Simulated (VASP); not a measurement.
# Si6: single point with PBE

Si6, in a box:

```
Si
1.0
    12.60000    0.00000    0.00000
     0.00000   12.90000    0.00000
     0.00000    0.00000   13.20000
Si
6
Direct
  0.41835 0.67102 0.41970
  0.41285 0.55420 0.55361
  0.40137 0.41212 0.65913
  0.54794 0.41420 0.55442
  0.52888 0.52781 0.40337
  0.67375 0.41933 0.42616
```

- Program: VASP 6.6.1
- Task: single point
- Functional: PBE
- Potentials or basis: VASP PAW PBE potentials, release 64 (Si)
- Cutoff: 400 eV
- k mesh: 1 × 1 × 1
- Occupations: gaussian, width 0.05 eV
- Spin: collinear spin, ferromagnetic start
- Starting moments: [0.4, 0.4, 0.4, 0.4, 0.4, 0.4] μB
- Dipole correction: no
- Further INCAR settings: ALGO = Normal; EDIFF = 1e-06; NBANDS = 25

| Quantity | Value |
| --- | --- |
| Largest force | 0.022 eV/Å |
| Gap between the frontier levels | 0.66 eV |
| Net moment | 2.00 μB per cell |
| Site moments | Si +0.13, +0.06, +0.12 μB |
| Valence electrons inside the program's atomic spheres | Si 1.59, 1.65, 1.60, 1.64 |

Forces on the atoms (eV/Å):
```
Si   0.013 -0.018  0.003
Si   0.013 -0.014 -0.012
Si   0.003  0.004  0.002
Si  -0.013  0.015 -0.011
Si   0.000  0.002  0.019
Si  -0.016  0.012  0.000
```

Levels at points of the mesh, in eV from the valence-band top:
Spin up:
| k point | band 10 | band 11 | band 12 | band 13 | band 14 | band 15 | band 16 | band 17 |
| --- | --- | --- | --- | --- | --- | --- | --- | --- |
| (0.00, 0.00, 0.00) | -0.80 | -0.48 | -0.12 | 0.00 | 2.17 | 2.49 | 2.61 | 2.89 |
Spin down:
```tsv
k point	band 9	band 10	band 11	band 12	band 13	band 14
(0.00, 0.00, 0.00)	-1.13	-0.63	-0.30	0.66	0.70	2.40
```

Run time: 8.8 min on 1 thread of Intel Xeon 8259CL, with other jobs on the host, peak memory 1.4 GiB.
